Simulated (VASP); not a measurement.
Here is a VASP 6.6.1 calculation.

The input INCAR:

```
  ALGO = Normal
  EDIFF = 1E-6
  ENCUT = 520
  GGA = PS
  ISIF = 2
  ISMEAR = 0
  LASPH = T
  LCHARG = F
  LREAL = F
  LWAVE = F
  NBANDS = 18
  NELM = 80
  PREC = Accurate
  SIGMA = 0.15
```

KPOINTS

```
k-points
0
Gamma
  10 10 10
```

The input POSCAR:

```
Na2Cl
1.0
    1.9673871900      1.1358715300      6.7290776100
   -1.9673871900      1.1358715300      6.7290776100
    0.0000000000     -2.2717430500      6.7290776100
Na Cl
2 1
Direct
    0.7510740000      0.7510740000      0.7510740000
    0.2489260000      0.2489260000      0.2489260000
    0.0000000000      0.0000000000      0.0000000000
```

Potentials or basis: VASP PAW PBE potentials, release 64 (Na_pv, Cl).

Command:

```sh
$ cat potpaw_PBE.64/Na_pv/POTCAR potpaw_PBE.64/Cl/POTCAR > POTCAR
$ mpirun -np 1 vasp_std > vasp.out
```

Problem. What does it give for the largest force?

Solution. 0.008 eV/Å.

Problem. What does it give for the pressure?

Solution. -0.6 GPa.

Forces in eV/Å, atoms in the order of the input:
```
Na   0.000  0.000 -0.008
Na   0.000  0.000  0.008
Cl   0.000  0.000  0.000
```

Caveat: the PAW data sets were made with another functional, which shifts forces and pressure a little; an odd number of electrons without spin polarisation forces a metal; a magnetic or distorted state may lie lower.
